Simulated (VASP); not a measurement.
LaZn, 2 atoms in the cell. It takes space group Pm-3m (No. 221, cubic). Conventional cell: a = 3.699 Å, b = 3.699 Å, c = 3.699 Å, α = 90.00°, β = 90.00°, γ = 90.00°. Within 4.2 Å of La (site symmetry m-3m) lie 8 Zn at 3.20 Å and 6 La at 3.70 Å. Zn (site symmetry m-3m) has 8 La at 3.20 Å and 6 Zn at 3.70 Å within 4.2 Å. 

| Item | Value |
| --- | --- |
| Program | VASP 6.6.1 |
| Task | single point |
| Functional | LDA |
| Potentials or basis | VASP PAW LDA potentials, release 64 (La, Zn) |
| Cutoff | 520 eV |
| k mesh | 8 × 8 × 8 |
| Occupations | fermi-dirac, width 0.1 eV |
| Spin | no spin polarisation |
| Dipole correction | no |
| Further INCAR settings | ALGO = Normal; EDIFF = 1e-06; NBANDS = 18 |

Potentials or basis: VASP PAW LDA potentials, release 64 (La, Zn).

The run is started by

```bash
$ cat potpaw_LDA.64/La/POTCAR potpaw_LDA.64/Zn/POTCAR > POTCAR
$ mpirun -np 1 vasp_std > vasp.out
```

Hardware: 1 thread of Intel(R) Xeon(R) Platinum 8259CL CPU @ 2.50GHz (Skylake/Cascade Lake) (shared host).

Q: Estimate the wall time of this run.

A: It took 21 s on 1 thread of Intel(R) Xeon(R) Platinum 8259CL CPU @ 2.50GHz (Skylake/Cascade Lake) (shared host), peak memory 0.17 GiB. Counts: scf iterations 12, k points 35.
